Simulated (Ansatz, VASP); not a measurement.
## Te in VASP and in Ansatz

```xyz
3
Lattice="2.2528 3.9019 0.0000 -2.2528 3.9019 0.0000 0.0000 0.0000 5.9882" Properties=species:S:1:pos:R:3 pbc="T T T"
Te    1.1039    3.9019    1.9959
Te   -1.6783    2.9069    3.9919
Te    0.5745    0.9950    5.9880
```

Alike in both runs: task single point; functional r2SCAN; k mesh 7 × 7 × 5; no spin polarisation.

|  | VASP | Ansatz |
| --- | --- | --- |
| version | VASP 6.6.1 | Ansatz 0.2.0 |
| potentials or method | VASP PAW PBE potentials, release 64 (Te), cutoff 550 eV | PAW plane waves |
| occupations | fermi-dirac, width 0.1 eV | fermi-dirac |
| valence electrons in the cell | 18 | 48 |

Ansatz gave:

| Quantity | Value |
| --- | --- |
| pressure (GPa) | 0.9 |
| traceless stress, the component that is largest in VASP (GPa) | -0.23 |
| rms of the force components (eV/Å) | 0.084 |

Estimate VASP's values.

pressure (GPa): 1.0; traceless stress, the component that is largest in VASP (GPa): -0.18; rms of the force components (eV/Å): 0.102.

VASP's potentials were made for PBE, not for r2SCAN. Atom by atom the forces differ by 0.018 eV/Å (rms over components). VASP's potentials hold 18 valence electrons a cell and Ansatz's 48, so a difference there can come from the potentials and not from the codes. Ansatz's warnings: structure snapped to symmetry.

Spin-orbit coupling is off throughout.
